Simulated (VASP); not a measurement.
Crystal: GaAs.

```xyz
2
Lattice="0.0000 2.8331 2.9609 2.8331 0.0000 2.9609 2.8331 2.8331 0.0000" Properties=species:S:1:pos:R:3 pbc="T T T"
Ga    0.0000    0.0000    0.0000
As    1.4165    1.4165    1.4804
```

This cell differs from its parent crystal: uniaxial z strain +4.5%.

Base run:

```yaml
Program: VASP 6.6.1
Functional: r2SCAN
Potentials_or_basis: VASP PAW PBE potentials, release 64 (Ga_d, As)
Cutoff: 520 eV
k_mesh: 8 × 8 × 8
Occupations: fermi-dirac, width 0.02 eV
Spin: no spin polarisation
```

Its results: band gap on the k mesh 0.49 eV, direct; pressure -2.8 GPa.

Q: The run is repeated on the same cell with these changes: functional from r2SCAN to PBE; further incar settings from ALGO = Normal; EDIFF = 1e-06; NBANDS = 16 to ALGO = Normal; EDIFF = 1e-07; NBANDS = 16. What comes out?

A: Band gap on the k mesh 0.04 eV, direct; pressure 0.0 GPa.

Caveats: the PAW data sets were made with another functional, which shifts forces and pressure a little (some runs).

